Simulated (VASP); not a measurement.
RbNa3Te2:

```xyz
6
Lattice="-3.1877 3.1877 4.3173 3.1877 -3.1877 4.3173 3.1877 3.1877 -4.3173" Properties=species:S:1:pos:R:3 pbc="T T T"
Rb    0.0000    0.0000    4.3173
Na    0.0000    3.1877    0.0000
Na    3.1877    0.0000    0.0000
Na    0.0000    0.0000    0.0000
Te    0.0000    0.0000    1.9730
Te    0.0000    0.0000    6.6615
```

The cell was built from a structure type or drawn by symmetry, and may not be a known phase.

* Program: VASP 6.6.1
* Task: relaxation of cell and atoms
* Functional: PBE
* Potentials or basis: VASP PAW PBE potentials, release 64 (Rb_sv, Na_pv, Te)
* Cutoff: 600 eV
* k mesh: 4 × 4 × 4
* Occupations: gaussian, width 0.1 eV
* Spin: no spin polarisation

At the start: pressure 31.0 GPa; volume 29.25 Å³/atom.

**Question.** Where does the relaxation end?

**Answer.** Over 14 steps the energy falls by 2180.5 meV/atom and the volume is 51.89 Å³/atom (+77.4 %); space group I4/mmm (No. 139, to 0.1 Å) before and after.

Step by step:
```
step  energy change (eV)  largest force (eV/Å)  pressure (GPa)  volume (Å³)
   1              0.0000                2.7994           30.97       175.48
   2            -10.1258                0.3372           -1.75       326.71
   3            -12.4264                1.4984            1.20       248.25
   4            -12.4339                1.5185            1.35       246.76
   5            -12.4381                1.5457            1.58       244.60
   6            -12.7558                1.0472            0.95       258.43
   7            -13.0530                0.3261            0.19       297.07
   8            -13.0559                0.2148            0.20       293.87
   9            -13.0559                0.1778            0.21       292.83
  10            -13.0656                0.1179            0.17       296.64
  11            -13.0798                0.0541           -0.04       308.23
  12            -13.0801                0.0820           -0.06       310.18
  13            -13.0802                0.0107            0.13       312.42
  14            -13.0829                0.0344            0.02       311.33
```

Final structure:
```cif
data_structure
_symmetry_space_group_name_H-M 'P 1'
_symmetry_Int_Tables_number 1
_cell_length_a 7.8522
_cell_length_b 7.8522
_cell_length_c 7.8522
_cell_angle_alpha 125.209
_cell_angle_beta 125.209
_cell_angle_gamma 81.192
_cell_volume 311.33
loop_
_atom_site_label
_atom_site_type_symbol
_atom_site_fract_x
_atom_site_fract_y
_atom_site_fract_z
_atom_site_occupancy
Rb1 Rb 0.50000 0.50000 0.00000 1
Na1 Na 0.50000 0.00000 0.50000 1
Na2 Na 0.00000 0.50000 0.50000 1
Na3 Na 0.00000 0.00000 0.00000 1
Te1 Te 0.22456 0.22456 0.00000 1
Te2 Te 0.77544 0.77544 0.00000 1
```

Caveat: the volume moved by over 15 % at a fixed basis, so the end points are rough.
